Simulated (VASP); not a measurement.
# HfN (Cmcm) in VASP: notebook

The runs below take HfN through single point, with LDA.

Program: VASP 6.6.1. These are calculated values, not measurements. Logs are shortened: lines on timing, memory, paths and dates and some standing lists are left out, and cuts for length are marked.

**1. The cell of the first run**

It takes space group Cmcm (No. 63, orthorhombic). Conventional cell: a = 4.468 Å, b = 4.468 Å, c = 4.468 Å, α = 90.00°, β = 90.00°, γ = 90.00°. Hf (site symmetry m2m) has 6 N at 2.18 to 2.29 Å within 2.9 Å. Within 2.9 Å of N (site symmetry m2m) lie 6 Hf at 2.18 to 2.29 Å.

**2. Single point, LDA (atoms displaced along several vibrational modes)**

Input file INCAR:

```
PREC = Accurate
ENCUT = 520
EDIFF = 1E-6
ISMEAR = 0
SIGMA = 0.15
LREAL = F
LASPH = T
NELM = 60
ALGO = Normal
ISIF = 2
LWAVE = F
LCHARG = T
LELF = T
LVHAR = T
NBANDS = 23
```

Input file KPOINTS:

```
Automatic mesh
0
Gamma
  14 14 10
```

Input file POSCAR:

```
HfN
1.0
    0.0000000000     -2.2339756809     -2.2339756809
    0.0000000000      2.2339756809     -2.2339756809
    4.4679513618      0.0000000000      0.0000000000
Hf N
2 2
Direct
    0.5040676664      0.4959323336      0.5000000000
   -0.0040676664      0.0040676664      0.0000000000
    0.4828480858      0.5171519142      0.0000000000
    0.0171519142     -0.0171519142      0.5000000000
```

Potentials or basis: VASP PAW LDA potentials, release 64 (Hf_pv, N).

Command:

```bash
$ cat potpaw_LDA.64/Hf_pv/POTCAR potpaw_LDA.64/N/POTCAR > POTCAR
$ mpirun -np 1 vasp_std > vasp.out
```

OUTCAR:

```text
PREC = Accurate
   ENCUT = 520
   EDIFF = 1E-6
   ISMEAR = 0
   LREAL = F
   LASPH = T
   NELM = 60
   ISIF = 2

 ion  position               nearest neighbor table
   1  0.504  0.496  0.500-   4 2.18   4 2.23   4 2.23   3 2.24   3 2.24   4 2.29   2 3.13   2 3.13
                             2 3.16   2 3.16   2 3.16   2 3.16   2 3.19   2 3.19
   2  0.996  0.004  0.000-   3 2.18   3 2.23   3 2.23   4 2.24   4 2.24   3 2.29   1 3.13   1 3.13
                             1 3.16   1 3.16   1 3.16   1 3.16   1 3.19   1 3.19
   3  0.483  0.517  0.000-   2 2.18   2 2.23   2 2.23   1 2.24   1 2.24   2 2.29
   4  0.017  0.983  0.500-   1 2.18   1 2.23   1 2.23   2 2.24   2 2.24   1 2.29

  LATTYP: Found a simple tetragonal cell.
 ALAT       =     3.1593187059
 C/A-ratio  =     1.4142135624

  Lattice vectors:

 A1 = (   0.0000000000,  -2.2339756809,  -2.2339756809)
 A2 = (   0.0000000000,   2.2339756809,  -2.2339756809)
 A3 = (   4.4679513618,   0.0000000000,   0.0000000000)

Analysis of symmetry for initial positions (statically):
=====================================================================
 Subroutine PRICEL returns:
 Original cell was already a primitive cell.

 Routine SETGRP: Setting up the symmetry group for a
 simple tetragonal supercell.

 Subroutine GETGRP returns: Found  8 space group operations
 (whereof  4 operations were pure point group operations)
 out of a pool of 16 trial point group operations.

The static configuration has the point symmetry C_2v.
 The point group associated with its full space group is D_2h.

Analysis of symmetry for dynamics (positions and initial velocities):
=====================================================================
 Subroutine PRICEL returns:
 Original cell was already a primitive cell.

 Routine SETGRP: Setting up the symmetry group for a
 simple tetragonal supercell.

 Subroutine GETGRP returns: Found  8 space group operations
 (whereof  4 operations were pure point group operations)
 out of a pool of 16 trial point group operations.

The dynamic configuration has the point symmetry C_2v.
 The point group associated with its full space group is D_2h.

 Subroutine INISYM returns: Found  8 space group operations
 (whereof  4 operations are pure point group operations),
 and found     1 'primitive' translations

----------------------------------------------------------------------------------------

[... 95 lines left out ...]
   NELM   =     60;   NELMIN=  2; NELMDL= -5     # of ELM steps
   EDIFF  = 0.1E-05   stopping-criterion for ELM
   LREAL  =      F    real-space projection
   EDIFFG = 0.1E-04   stopping-criterion for IOM
   NSW    =      0    number of steps for IOM
   IBRION =     -1    ionic relax: 0-MD 1-quasi-New 2-CG
   NFREE  =      0    steps in history (QN), initial steepest desc. (CG)
   ISIF   =      2    stress and relaxation
   ISYM   =      2    0-nonsym 1-usesym 2-fastsym
   POTIM  = 0.5000    time-step for ionic-motion
   TEBEG  =    0.0;   TEEND  =   0.0 temperature during run
   PSTRESS=    0.0 pullay stress
   NELECT =      30.0000    total number of electrons
   NUPDOWN=      -1.0000    fix difference up-down
   EMIN   =  10.00;   EMAX   =-10.00  energy-range for DOS
   EFERMI =   0.00;   METHOD = LEGACY
   ISMEAR =     0;   SIGMA  =   0.15  broadening in eV -4-tet -1-fermi 0-gaus
   EFERMI_NEDOS =   21; number of points for ismear=-14 and -15
   IALGO  =     38    algorithm
   IMIX   =      4    mixing-type and parameters
     AMIX     =   0.40;   BMIX     =  1.00
     AMIX_MAG =   1.60;   BMIX_MAG =  1.00
  volume/ion in A,a.u.               =      11.15        75.24
  Fermi-wavevector in a.u.,A,eV,Ry     =   1.434444  2.710705 27.995735  2.057628
  Thomas-Fermi vector in A             =   2.553851
   LORBIT       =      0    0 simple, 1 ext, 2 COOP (PROOUT), +10 PAW based schemes
   GGA     = CA    functional components
   LHFCALC =     F    Hartree Fock is set to
   AEXX    =    0.0000 exact exchange contribution
   IVDW    =     0    specifies the selected vdW correction
   LEPSILON=     F    determine dielectric tensor
   LRPA    =     F    only Hartree local field effects (RPA)
 non-spin polarized calculation
 Gauss-broadening in eV      SIGMA  =   0.15
  energy-cutoff  :      520.00
  volume of cell :       44.60
 maximum number of plane-waves:      1240
   NGX = 11   NGY = 11   NGZ = 17

 number of electron      29.9999999 magnetization

 Free energy of the ion-electron system (eV)
  ---------------------------------------------------
  ext. energy  EPLUGINS =         0.00000000
  ---------------------------------------------------
  free energy    TOTEN  =       -47.67515797 eV

  energy without entropy =      -47.66083470  energy(sigma->0) =      -47.66799634

 E-fermi :   8.4928     XC(G=0): -13.1520

 val. band max:        8.4926898919   @ k =   0.2857   0.0000   0.3000
 cond. band min:       8.5047879648   @ k =   0.2143   0.1429   0.4000
 fundamental gap:      0.0120980729
 Fermi energy:         8.4928485996

 k-point     1 :       0.0000    0.0000    0.0000
  band No.  band energies     occupation
      1     -23.2178      2.00000
      2     -22.6638      2.00000
      3     -22.6562      2.00000
      4     -22.3061      2.00000
      5     -22.3015      2.00000
      6     -22.3007      2.00000
[... 613 lines left out ...]
     22      14.1685      0.00000
     23      14.2693      0.00000

 [... further k-points ...]

------------------------ aborting loop because EDIFF is reached ----------------------------------------

  FORCE on cell =-STRESS in cart. coord.  units (eV):
  Direction    XX          YY          ZZ          XY          YZ          ZX
  --------------------------------------------------------------------------------------
  -------------------------------------------------------------------------------------
  Total       -0.3772480      0.1261692     -0.3261288      0.0000000      0.0000000      0.0000000
  in kB      -13.5532132      4.5328221    -11.7166766      0.0000000      0.0000000      0.0000000
  external PRESSURE =      -6.9123559 kB  Pullay stress =       0.0000000 kB

 VOLUME and BASIS-vectors are now :
 -----------------------------------------------------------------------------
  energy-cutoff  :      520.00
  volume of cell :       44.60
      direct lattice vectors                 reciprocal lattice vectors
     0.000000000 -2.233975681 -2.233975681     0.000000000 -0.223816223 -0.223816223
     0.000000000  2.233975681 -2.233975681     0.000000000  0.223816223 -0.223816223
     4.467951362  0.000000000  0.000000000     0.223816223  0.000000000  0.000000000

 POSITION                                       TOTAL-FORCE (eV/Angst)
 -----------------------------------------------------------------------------------
      2.23398     -0.01817     -2.23398         0.000000     -0.192686      0.000000
      0.00000     -2.21580     -2.23398         0.000000      0.192686      0.000000
      0.00000      0.07663     -2.23398         0.000000     -0.942155      0.000000
      2.23398      2.15734     -2.23398         0.000000      0.942155      0.000000
 -----------------------------------------------------------------------------------
    total drift:                                0.000000     -0.000000     -0.000000

  FREE ENERGIE OF THE ION-ELECTRON SYSTEM (eV)
  ---------------------------------------------------
  free  energy   TOTEN  =       -47.6751579668 eV

  energy  without entropy=      -47.6608347048  energy(sigma->0) =      -47.66799634
```

OSZICAR:

```text
N       E                     dE             d eps       ncg     rms          rms(c)
DAV:   1     0.114279061953E+03    0.11428E+03   -0.16397E+04 15732   0.130E+03
DAV:   2    -0.475215020286E+02   -0.16180E+03   -0.15353E+03 20233   0.311E+02
DAV:   3    -0.536140484738E+02   -0.60925E+01   -0.60426E+01 20651   0.479E+01
DAV:   4    -0.536605176023E+02   -0.46469E-01   -0.46432E-01 18200   0.454E+00
DAV:   5    -0.536610909171E+02   -0.57331E-03   -0.57312E-03 20987   0.414E-01    0.761E+01
DAV:   6    -0.479313800995E+02    0.57297E+01   -0.28386E+01 17734   0.270E+01    0.622E+01
DAV:   7    -0.477302100632E+02    0.20117E+00   -0.17557E+00 18701   0.788E+00    0.310E+01
DAV:   8    -0.476830688982E+02    0.47141E-01   -0.15190E-01 19631   0.261E+00    0.526E+00
DAV:   9    -0.476759987190E+02    0.70702E-02   -0.36847E-02 19092   0.112E+00    0.316E+00
DAV:  10    -0.476753950196E+02    0.60370E-03   -0.72178E-03 18942   0.537E-01    0.112E+00
DAV:  11    -0.476751563428E+02    0.23868E-03   -0.10733E-03 19164   0.204E-01    0.435E-02
DAV:  12    -0.476751584303E+02   -0.20875E-05   -0.54306E-05 19491   0.492E-02    0.106E-01
DAV:  13    -0.476751579668E+02    0.46349E-06   -0.13325E-06 13336   0.794E-03
   1 F= -.47675158E+02 E0= -.47667996E+02  d E =-.143233E-01
```

stdout:

```text
POSCAR found type information on POSCAR HfN
 POSCAR found :  2 types and       4 ions
 scaLAPACK will be used
 LDA part: xc-table for (Slater(with rela. corr.)+CA(PZ))
 , standard interpolation
 POSCAR, INCAR and KPOINTS ok, starting setup
 FFT: planning ... GRIDC
 FFT: planning ... GRID_SOFT
 FFT: planning ... GRID
 WAVECAR not read
 entering main loop
```

Wall time 5.9 min (1 thread of Intel Xeon 8259CL, shared host); peak memory 0.38 GiB.

What came out:

| Property | Result |
| --- | --- |
| Free energy | -47.6752 eV |
| Pressure | -0.7 GPa |
| Largest force | 0.942 eV/Å |
| Band gap on the k mesh | zero (bands 15 and 16 overlap by 6.57 eV) |

Forces on the atoms (eV/Å):
```
Hf   0.000 -0.193  0.000
Hf   0.000  0.193  0.000
N    0.000 -0.942  0.000
N    0.000  0.942  0.000
```

Caveat: the cell differs from its parent crystal (atoms displaced along several vibrational modes); spin-orbit coupling is left out, which moves the levels of the heavy elements.

**3. Single point, LDA (atoms displaced along several vibrational modes)**

Input file INCAR:

```
SYSTEM = HfN
  ALGO = Normal
  EDIFF = 1E-6
  ENCUT = 520
  GGA = CA
  ISIF = 2
  ISMEAR = 0
  LASPH = .True.
  LCHARG = .False.
  LREAL = .False.
  LWAVE = .False.
  NBANDS = 23
  NELM = 100
  PREC = Accurate
  SIGMA = 0.15
```

Input file KPOINTS:

```
k-points
0
Gamma
  14 14 10
  0 0 0
```

Input file POSCAR:

```
HfN
1.0
    0.0000000000     -2.2339756809     -2.2339756809
    0.0000000000      2.2339756809     -2.2339756809
    4.4679513618      0.0000000000      0.0000000000
Hf N
2 2
Direct
    0.5053326150      0.4946673850      0.5000000000
   -0.0053326150      0.0053326150      0.0000000000
    0.5119441949      0.4880558051      0.0000000000
   -0.0119441949      0.0119441949      0.5000000000
```

Potentials or basis: VASP PAW LDA potentials, release 64 (Hf_pv, N).

Command:

```bash
$ cat potpaw_LDA.64/Hf_pv/POTCAR potpaw_LDA.64/N/POTCAR > POTCAR
$ mpirun -np 1 vasp_std > vasp.out
```

OUTCAR:

```text
SYSTEM = HfN
   EDIFF = 1E-6
   ENCUT = 520
   GGA = CA
   ISIF = 2
   ISMEAR = 0
   LASPH = .True.
   LREAL = .False.
   NELM = 100
   PREC = Accurate

 ion  position               nearest neighbor table
   1  0.505  0.495  0.500-   4 2.16   3 2.23   3 2.23   4 2.24   4 2.24   4 2.31   2 3.13   2 3.13
                             2 3.16   2 3.16   2 3.16   2 3.16   2 3.19   2 3.19
   2  0.995  0.005  0.000-   3 2.16   4 2.23   4 2.23   3 2.24   3 2.24   3 2.31   1 3.13   1 3.13
                             1 3.16   1 3.16   1 3.16   1 3.16   1 3.19   1 3.19
[... 830 lines left out ...]
  --------------------------------------------------------------------------------------
  -------------------------------------------------------------------------------------
  Total       -0.4383348      0.4601041     -0.2416291      0.0000000      0.0000000      0.0000000
  in kB      -15.7478487     16.5299424     -8.6808959      0.0000000      0.0000000      0.0000000
  external PRESSURE =      -2.6329340 kB  Pullay stress =       0.0000000 kB

 VOLUME and BASIS-vectors are now :
 -----------------------------------------------------------------------------
  energy-cutoff  :      520.00
  volume of cell :       44.60
      direct lattice vectors                 reciprocal lattice vectors
     0.000000000 -2.233975681 -2.233975681     0.000000000 -0.223816223 -0.223816223
     0.000000000  2.233975681 -2.233975681     0.000000000  0.223816223 -0.223816223
     4.467951362  0.000000000  0.000000000     0.223816223  0.000000000  0.000000000

 POSITION                                       TOTAL-FORCE (eV/Angst)
 -----------------------------------------------------------------------------------
      2.23398     -0.02383     -2.23398         0.000000      0.826755      0.000000
      0.00000     -2.21015     -2.23398         0.000000     -0.826755      0.000000
      0.00000     -0.05337     -2.23398         0.000000      0.914844      0.000000
      2.23398     -2.18061     -2.23398         0.000000     -0.914844      0.000000
 -----------------------------------------------------------------------------------
    total drift:                                0.000000     -0.000000      0.000000

  FREE ENERGIE OF THE ION-ELECTRON SYSTEM (eV)
  ---------------------------------------------------
  free  energy   TOTEN  =       -47.6755929050 eV

  energy  without entropy=      -47.6612557266  energy(sigma->0) =      -47.66842432
```

stdout:

```text
POSCAR found type information on POSCAR HfN
 POSCAR found :  2 types and       4 ions
 scaLAPACK will be used
 LDA part: xc-table for (Slater(with rela. corr.)+CA(PZ))
 , standard interpolation
 POSCAR, INCAR and KPOINTS ok, starting setup
 FFT: planning ... GRIDC
 FFT: planning ... GRID_SOFT
 FFT: planning ... GRID
 WAVECAR not read
 entering main loop
```

Wall time 5.4 min (1 thread of Intel Xeon 8259CL, shared host); peak memory 0.39 GiB.

What came out:

```yaml
Free_energy: -47.6756 eV
Pressure: -0.3 GPa
Largest_force: 0.915 eV/Å
Band_gap_on_the_k_mesh: zero (bands 15 and 16 overlap by 6.77 eV)
```

Forces in eV/Å, atoms in the order of the input:
```
Hf   0.000  0.827  0.000
Hf   0.000 -0.827  0.000
N    0.000  0.915  0.000
N    0.000 -0.915  0.000
```

Stress tensor (GPa, compression positive):
```
-1.57  0.00  0.00
 0.00  1.65  0.00
 0.00  0.00 -0.87
```

Caveat: the cell differs from its parent crystal (atoms displaced along several vibrational modes); spin-orbit coupling is left out, which moves the levels of the heavy elements.

**4. Single point, LDA (atoms displaced along several vibrational modes)**

Input file INCAR:

```
SYSTEM = HfN
PREC = Accurate ; ENCUT = 520
EDIFF = 1E-6 ; ISMEAR = 0
SIGMA = 0.15 ; LREAL = .False.
LASPH = .True. ; NELM = 100
ALGO = Normal ; ISIF = 2
LWAVE = .False. ; LCHARG = .True.
LELF = .True. ; LVHAR = .True.
NBANDS = 23
```

Input file KPOINTS:

```
Automatic mesh
0
Gamma
  14 14 10
  0 0 0
```

Input file POSCAR:

```
HfN
1.0
    0.0000000000     -2.2339756809     -2.2339756809
    0.0000000000      2.2339756809     -2.2339756809
    4.4679513618      0.0000000000      0.0000000000
Hf N
2 2
Direct
    0.5042788155      0.4957211845      0.5000000000
   -0.0042788155      0.0042788155      0.0000000000
    0.4877048979      0.5122951021      0.0000000000
    0.0122951021     -0.0122951021      0.5000000000
```

Command:

```bash
$ cat potpaw_LDA.64/Hf_pv/POTCAR potpaw_LDA.64/N/POTCAR > POTCAR
$ mpirun -np 1 vasp_std > vasp.out
```

Wall time 5.9 min (1 thread of Intel Xeon 8259CL, shared host); peak memory 0.39 GiB.

Results (log left out):

* Free energy: -47.7094 eV
* Pressure: -1.0 GPa
* Largest force: 0.626 eV/Å
* Band gap on the k mesh: zero (bands 15 and 16 overlap by 6.74 eV)

Forces in eV/Å, atoms in the order of the input:
```
Hf   0.000 -0.019  0.000
Hf   0.000  0.019  0.000
N    0.000 -0.626  0.000
N    0.000  0.626  0.000
```

Stress tensor (GPa, compression positive):
```
-1.50  0.00  0.00
 0.00 -0.40  0.00
 0.00  0.00 -1.08
```

Levels at points of the mesh, in eV from the Fermi level:
```tsv
k point	band 11	band 12	band 13	band 14	band 15	band 16	band 17	band 18	band 19	band 20
(0.00, 0.00, 0.00)	-3.64	-3.62	-2.99	-2.98	-2.87	-0.41	-0.40	-0.39	1.99	2.04
(0.50, 0.00, 0.00)	-6.03	-5.94	-5.54	-5.11	1.49	1.98	2.25	2.52	3.27	3.44
(0.50, 0.50, 0.00)	-4.26	-3.97	-3.62	-3.61	-3.60	-3.32	4.24	4.24	5.75	5.76
(0.00, 0.00, 0.50)	-3.86	-3.86	-3.83	-3.83	-2.54	-2.54	2.85	2.85	3.28	3.28
(0.50, 0.00, 0.50)	-6.32	-6.32	-6.31	-6.31	3.42	3.42	3.79	3.79	3.84	3.84
(0.50, 0.50, 0.50)	-5.42	-5.42	-5.40	-5.40	1.13	1.13	1.17	1.17	5.77	5.77
```

Caveat: the cell differs from its parent crystal (atoms displaced along several vibrational modes); spin-orbit coupling is left out, which moves the levels of the heavy elements.

**5. Overview**

| cell | gap on the mesh (eV) | pressure (GPa) | largest force (eV/Å) |
| --- | --- | --- | --- |
| as given, atomic positions A | none | -0.7 | 0.94 |
| as given, atomic positions B | none | -0.3 | 0.91 |
| as given, atomic positions C | none | -1.0 | 0.63 |

Alike in all rows: task single point; level LDA; potentials or basis VASP PAW LDA potentials, release 64 (Hf_pv, N); no spin polarisation; k mesh 14 × 14 × 10; cutoff (eV) 520; smearing gaussian 0.15 eV.

Caveats: spin-orbit coupling is left out, which moves the levels of the heavy elements.

Absolute energies hang on the potentials; compare differences alone.

The gap in the log of VASP goes by the Fermi energy; the results here count the filled bands.